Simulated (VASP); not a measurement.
# BeTe (I-4m2) in VASP: notebook, part 2 of 2

VASP 6.6.1. Earlier steps stand in the parts before.

## (4) Single point, r2SCAN (uniaxial z strain +4.0%)

The input, POSCAR:

```
BeTe
1.0
    0.0000000000      2.8286236255      2.9417685705
    2.8286236255      0.0000000000      2.9417685705
    2.8286236255      2.8286236255      0.0000000000
Be Te
1 1
Direct
    0.0000000000      0.0000000000      0.0000000000
    0.2500000000      0.2500000000      0.2500000000
```

The input, INCAR.step1:

```
  PREC = Accurate
  ENCUT = 520
  ISMEAR = 0
  SIGMA = 0.01
  LREAL = False
  LASPH = True
  NELM = 80
  NBANDS = 11
  GGA = PE
  ALGO = Normal
  EDIFF = 1E-4
  LWAVE = True
  LCHARG = False
```

The input, INCAR.step2:

```
  PREC = Accurate
  ENCUT = 520
  EDIFF = 1E-7
  ISMEAR = 0
  SIGMA = 0.01
  LREAL = False
  LASPH = True
  NELM = 80
  ALGO = Normal
  ISIF = 2
  LWAVE = False
  LCHARG = False
  METAGGA = R2SCAN
  LMIXTAU = True
  NBANDS = 11
  ISTART = 1
```

The input, KPOINTS:

```
regular mesh
0
Gamma
  8 8 8
```

Potentials or basis: VASP PAW PBE potentials, release 64 (Be, Te).

The run is started by

```bash
> cat potpaw_PBE.64/Be/POTCAR potpaw_PBE.64/Te/POTCAR > POTCAR
> cp INCAR.step1 INCAR
> mpirun -np 1 vasp_std > vasp.out
> cp INCAR.step2 INCAR
> mpirun -np 1 vasp_std > vasp.out
```

OUTCAR:

```text
PREC = Accurate
   ENCUT = 520
   EDIFF = 1E-7
   ISMEAR = 0
   LREAL = False
   LASPH = True
   NELM = 80
   ISIF = 2
   METAGGA = R2SCAN
   ISTART = 1

 ion  position               nearest neighbor table
   1  0.000  0.000  0.000-   2 2.48   2 2.48   2 2.48   2 2.48
   2  0.250  0.250  0.250-   1 2.48   1 2.48   1 2.48   1 2.48

  LATTYP: Found a body centered tetragonal cell.
 ALAT       =     4.0002778940
 C/A-ratio  =     1.4707821049

  Lattice vectors:

 A1 = (  -2.8286236255,   0.0000000000,   2.9417685705)
 A2 = (   2.8286236255,   0.0000000000,   2.9417685705)
 A3 = (   0.0000000000,   2.8286236255,  -2.9417685705)

Analysis of symmetry for initial positions (statically):
=====================================================================
 Subroutine PRICEL returns:
 Original cell was already a primitive cell.

 Routine SETGRP: Setting up the symmetry group for a
 body centered tetragonal supercell.

 Subroutine GETGRP returns: Found  8 space group operations
 (whereof  8 operations were pure point group operations)
 out of a pool of 16 trial point group operations.

The static configuration has the point symmetry D_2d.

Analysis of symmetry for dynamics (positions and initial velocities):
=====================================================================
 Subroutine PRICEL returns:
 Original cell was already a primitive cell.

 Routine SETGRP: Setting up the symmetry group for a
 body centered tetragonal supercell.

 Subroutine GETGRP returns: Found  8 space group operations
 (whereof  8 operations were pure point group operations)
 out of a pool of 16 trial point group operations.

The dynamic configuration has the point symmetry D_2d.

 Subroutine INISYM returns: Found  8 space group operations
 (whereof  8 operations are pure point group operations),
 and found     1 'primitive' translations

----------------------------------------------------------------------------------------

                                     Primitive cell

  volume of cell :      47.0748

[... 111 lines left out ...]
  Thomas-Fermi vector in A             =   2.030524
   LORBIT       =      0    0 simple, 1 ext, 2 COOP (PROOUT), +10 PAW based schemes
   METAGGA = R2SCAN    functional components
   LHFCALC =     F    Hartree Fock is set to
   AEXX    =    0.0000 exact exchange contribution
   IVDW    =     0    specifies the selected vdW correction
   LEPSILON=     F    determine dielectric tensor
   LRPA    =     F    only Hartree local field effects (RPA)
 non-spin polarized calculation
 Gauss-broadening in eV      SIGMA  =   0.01
  energy-cutoff  :      520.00
  volume of cell :       47.07
 maximum number of plane-waves:      1287
   NGX = 15   NGY = 15   NGZ = 15

 number of electron       8.0000000 magnetization

 Free energy of the ion-electron system (eV)
  ---------------------------------------------------
  ext. energy  EPLUGINS =         0.00000000
  ---------------------------------------------------
  free energy    TOTEN  =       -30.66461681 eV

  energy without entropy =      -30.66461681  energy(sigma->0) =      -30.66461681

 E-fermi :   4.5387     XC(G=0):  -9.2612

 val. band max:        4.4318616324   @ k =   0.0000   0.0000   0.0000
 cond. band min:       6.7333455290   @ k =   0.5000   0.0000   0.5000
 fundamental gap:      2.3014838966
 Fermi energy:         4.5386561969

 k-point     1 :       0.0000    0.0000    0.0000
  band No.  band energies     occupation
      1      -8.0760      2.00000
      2       4.2064      2.00000
      3       4.4319      2.00000
      4       4.4319      2.00000
      5       8.4073      0.00000
      6       8.4073      0.00000
      7       8.4491      0.00000
      8       8.4827      0.00000
      9      13.2979      0.00000
     10      14.5797      0.00000
     11      15.3881      0.00000
[... 309 lines left out ...]
 k-point    24 :       0.3750   -0.0000    0.1250
  band No.  band energies     occupation
      1      -7.0697      2.00000
      2       0.0630      2.00000
      3       2.8670      2.00000
      4       3.0755      2.00000
      5       8.1734      0.00000
      6       9.4346      0.00000
      7      10.2768      0.00000
      8      11.2695      0.00000
      9      14.7285      0.00000
     10      15.0754      0.00000
     11      15.8630      0.00000

 [... further k-points ...]
[... 5 lines left out ...]
  --------------------------------------------------------------------------------------
  -------------------------------------------------------------------------------------
  Total       -0.3467920     -0.3467920     -1.0939302      0.0000000      0.0000000      0.0000000
  in kB      -11.8029566    -11.8029566    -37.2315705      0.0000000      0.0000000      0.0000000
  external PRESSURE =     -20.2791612 kB  Pullay stress =       0.0000000 kB

 VOLUME and BASIS-vectors are now :
 -----------------------------------------------------------------------------
  energy-cutoff  :      520.00
  volume of cell :       47.07
      direct lattice vectors                 reciprocal lattice vectors
     0.000000000  2.828623626  2.941768570    -0.176764415  0.176764415  0.169965784
     2.828623626  0.000000000  2.941768570     0.176764415 -0.176764415  0.169965784
     2.828623626  2.828623626  0.000000000     0.176764415  0.176764415 -0.169965784

 POSITION                                       TOTAL-FORCE (eV/Angst)
 -----------------------------------------------------------------------------------
      0.00000      0.00000      0.00000        -0.000000     -0.000000      0.000000
      1.41431      1.41431      1.47088         0.000000      0.000000      0.000000
 -----------------------------------------------------------------------------------
    total drift:                                0.000000      0.000000      0.000000

  FREE ENERGIE OF THE ION-ELECTRON SYSTEM (eV)
  ---------------------------------------------------
  free  energy   TOTEN  =       -30.6646168094 eV

  energy  without entropy=      -30.6646168094  energy(sigma->0) =      -30.66461681
```

OSZICAR.step1:

```text
N       E                     dE             d eps       ncg     rms          rms(c)
DAV:   1     0.204910413121E+02    0.20491E+02   -0.32547E+03  1298   0.582E+02
DAV:   2    -0.644001418761E+01   -0.26931E+02   -0.25371E+02  1700   0.906E+01
DAV:   3    -0.768798181798E+01   -0.12480E+01   -0.12454E+01  1702   0.211E+01
DAV:   4    -0.770133383038E+01   -0.13352E-01   -0.13351E-01  1532   0.251E+00
DAV:   5    -0.770162230388E+01   -0.28847E-03   -0.28847E-03  1671   0.360E-01    0.381E+00
DAV:   6    -0.762856846188E+01    0.73054E-01   -0.80679E-02  1496   0.113E+00    0.231E+00
DAV:   7    -0.760557329312E+01    0.22995E-01   -0.80821E-02  1510   0.125E+00    0.382E-01
DAV:   8    -0.760633689503E+01   -0.76360E-03   -0.50899E-03  1472   0.401E-01    0.665E-02
DAV:   9    -0.760657723558E+01   -0.24034E-03   -0.28512E-04  1571   0.996E-02    0.252E-02
DAV:  10    -0.760663623047E+01   -0.58995E-04   -0.71740E-05  1450   0.434E-02
   1 F= -.76066362E+01 E0= -.76066362E+01  d E =-.845124E-58
```

It took 56 s on 1 thread of Intel Xeon 6975P-C (Granite Rapids), shared host; peak memory 0.19 GiB.

Results:

```
Free energy            : -30.6646 eV
Pressure               : -2.0 GPa
Band gap on the k mesh : 2.30 eV (least direct gap 3.98 eV)
```

Stress tensor (GPa, compression positive):
```
-1.18  0.00  0.00
 0.00 -1.18  0.00
 0.00  0.00 -3.72
```

Levels at points of the mesh, in eV from the valence-band top:
```
           k point  band 1  band 2  band 3  band 4  band 5  band 6  band 7  band 8
(0.00, 0.00, 0.00)  -12.51   -0.23    0.00    0.00    3.98    3.98    4.02    4.05
(0.50, 0.00, 0.00)  -11.20   -5.50   -1.32   -0.99    3.28    4.91    5.09    8.41
(0.50, 0.50, 0.00)  -10.82   -5.27   -2.44   -2.44    2.57    3.20   10.11   10.11
(0.50, 0.00, 0.50)  -10.66   -5.06   -2.74   -2.67    2.30    2.88   10.00   10.20
```

Caveat: the cell differs from its parent crystal (uniaxial z strain +4.0%); the PAW data sets were made with another functional, which shifts forces and pressure a little; spin-orbit coupling is left out, which moves the levels of the heavy elements.

## (5) Single point, HSE06 (uniaxial z strain -1.0%)

The input, POSCAR:

```
BeTe
1.0
    0.0000000000      2.8286236255      2.8003373892
    2.8286236255      0.0000000000      2.8003373892
    2.8286236255      2.8286236255      0.0000000000
Be Te
1 1
Direct
    0.0000000000      0.0000000000      0.0000000000
    0.2500000000      0.2500000000      0.2500000000
```

The input, INCAR.step1:

```
PREC = Accurate
ENCUT = 520
EDIFF = 1E-5
ISMEAR = 0
SIGMA = 0.01
LREAL = F
LASPH = T
NELM = 80
ALGO = Normal
ISIF = 2
LWAVE = T
NBANDS = 11
GGA = PE
```

The input, INCAR.step2:

```
PREC = Accurate
ENCUT = 520
EDIFF = 1E-6
ISMEAR = 0
SIGMA = 0.01
LREAL = F
LASPH = T
NELM = 80
ALGO = Normal
ISIF = 2
LWAVE = F
LCHARG = T
GGA = PE
LHFCALC = T
HFSCREEN = 0.2079
PRECFOCK = Normal
LELF = T
LVHAR = T
NBANDS = 11
ISTART = 1
```

The input, KPOINTS:

```
regular mesh
0
Gamma
  6 6 6
```

The run is started by

```bash
> cat potpaw_PBE.64/Be/POTCAR potpaw_PBE.64/Te/POTCAR > POTCAR
> cp INCAR.step1 INCAR
> mpirun -np 1 vasp_std > vasp.out
> cp INCAR.step2 INCAR
> mpirun -np 1 vasp_std > vasp.out
```

Wall time 8.9 min (1 thread of Intel Xeon 6975P-C (Granite Rapids), shared host); peak memory 0.3 GiB.

The run converged. Its results:

- Free energy: -8.7521 eV
- Pressure: -0.4 GPa
- Band gap on the k mesh: 2.56 eV (least direct gap 4.42 eV)

Stress tensor (GPa, compression positive):
```
-0.57  0.00  0.00
 0.00 -0.57  0.00
 0.00  0.00  0.07
```

Levels at points of the mesh, in eV from the valence-band top:
```
           k point  band 2  band 3  band 4  band 5  band 6  band 7
(0.00, 0.00, 0.00)   -0.06   -0.06    0.00    4.42    4.44    4.44
(0.50, 0.00, 0.00)   -6.12   -1.30   -1.21    3.78    5.40    5.48
(0.50, 0.50, 0.00)   -5.64   -2.95   -2.95    2.56    3.29   11.02
(0.50, 0.00, 0.50)   -5.70   -2.89   -2.87    2.63    3.38   10.98
```

Caveat: the cell differs from its parent crystal (uniaxial z strain -1.0%); the PAW data sets were made with another functional, which shifts forces and pressure a little; spin-orbit coupling is left out, which moves the levels of the heavy elements.

## (6) Single point, HSE06 (uniaxial z strain +1.0%)

The input, POSCAR:

```
BeTe
1.0
    0.0000000000      2.8286236255      2.8569098617
    2.8286236255      0.0000000000      2.8569098617
    2.8286236255      2.8286236255      0.0000000000
Be Te
1 1
Direct
    0.0000000000      0.0000000000      0.0000000000
    0.2500000000      0.2500000000      0.2500000000
```

The input, INCAR.step1:

```
PREC = Accurate
ENCUT = 520
EDIFF = 1E-5
ISMEAR = 0
SIGMA = 0.01
LREAL = False
LASPH = True
NELM = 60
ALGO = Normal
ISIF = 2
LWAVE = True
LCHARG = False
GGA = PE
NBANDS = 11
```

The input, INCAR.step2:

```
PREC = Accurate
ENCUT = 520
EDIFF = 1E-6
ISMEAR = 0
SIGMA = 0.01
LREAL = False
LASPH = True
NELM = 60
ALGO = Normal
ISIF = 2
LWAVE = False
LCHARG = False
GGA = PE
LHFCALC = True
HFSCREEN = 0.2079
PRECFOCK = Normal
ISTART = 1
NBANDS = 11
```

KPOINTS is that of step 5.

Potentials or basis: VASP PAW PBE potentials, release 64 (Be, Te).

The run is started by

```bash
> cat potpaw_PBE.64/Be/POTCAR potpaw_PBE.64/Te/POTCAR > POTCAR
> cp INCAR.step1 INCAR
> mpirun -np 1 vasp_std > vasp.out
> cp INCAR.step2 INCAR
> mpirun -np 1 vasp_std > vasp.out
```

Run time: 8.7 min. Hardware: 1 thread of Intel Xeon 6975P-C (Granite Rapids), shared host; peak memory 0.3 GiB.

It converged, with:

```
Free energy            : -8.7468 eV
Pressure               : -1.5 GPa
Band gap on the k mesh : 2.66 eV (least direct gap 4.40 eV)
```

Stress tensor (GPa, compression positive):
```
-1.29  0.00  0.00
 0.00 -1.29  0.00
 0.00  0.00 -1.94
```

Levels at points of the mesh, in eV from the valence-band top:
| k point | band 1 | band 2 | band 3 | band 4 | band 5 | band 6 | band 7 | band 8 | band 9 |
| --- | --- | --- | --- | --- | --- | --- | --- | --- | --- |
| (0.00, 0.00, 0.00) | -13.30 | -0.06 | 0.00 | 0.00 | 4.40 | 4.47 | 4.47 | 4.49 | 9.30 |
| (0.50, 0.00, 0.00) | -11.85 | -5.96 | -1.24 | -1.16 | 3.74 | 5.44 | 5.50 | 8.83 | 11.98 |
| (0.50, 0.50, 0.00) | -11.34 | -5.58 | -2.75 | -2.75 | 2.72 | 3.45 | 10.89 | 10.89 | 12.66 |
| (0.50, 0.00, 0.50) | -11.30 | -5.52 | -2.84 | -2.82 | 2.66 | 3.37 | 10.88 | 10.92 | 12.71 |

Caveat: the cell differs from its parent crystal (uniaxial z strain +1.0%); the PAW data sets were made with another functional, which shifts forces and pressure a little; spin-orbit coupling is left out, which moves the levels of the heavy elements. A k mesh can miss the band edges.

## (7) The runs side by side

| level | cell | k mesh | grid for exact exchange (PRECFOCK) | share of exact exchange | screening parameter | gap on the mesh (eV) | pressure (GPa) |
| --- | --- | --- | --- | --- | --- | --- | --- |
| r2SCAN | a = 4.020, b = 4.020, c = 4.000 Å, angles 60.2, 60.2, 59.7°, 2 atoms | 8 × 8 × 8 | - | - | - | 2.35 | -0.4 |
| r2SCAN | a = 4.061, b = 4.061, c = 4.000 Å, angles 60.5, 60.5, 59.0°, 2 atoms | 8 × 8 × 8 | - | - | - | 2.32 | -1.5 |
| r2SCAN | a = 4.081, b = 4.081, c = 4.000 Å, angles 60.7, 60.7, 58.7°, 2 atoms | 8 × 8 × 8 | - | - | - | 2.30 | -2.0 |
| HSE06 | a = 3.980, b = 3.980, c = 4.000 Å, angles 59.8, 59.8, 60.3°, 2 atoms | 6 × 6 × 6 | Normal | 0.25 | 0.2079 1/Å | 2.56 | -0.4 |
| HSE06 | a = 4.020, b = 4.020, c = 4.000 Å, angles 60.2, 60.2, 59.7°, 2 atoms | 6 × 6 × 6 | Normal | 0.25 | 0.2079 1/Å | 2.66 | -1.5 |

Alike in all rows: task single point; potentials or basis VASP PAW PBE potentials, release 64 (Be, Te); no spin polarisation; cutoff (eV) 520; smearing gaussian 0.01 eV.

Caveats: the PAW data sets were made with another functional, which shifts forces and pressure a little; spin-orbit coupling is left out, which moves the levels of the heavy elements.

Absolute energies hang on the potentials; compare differences alone.
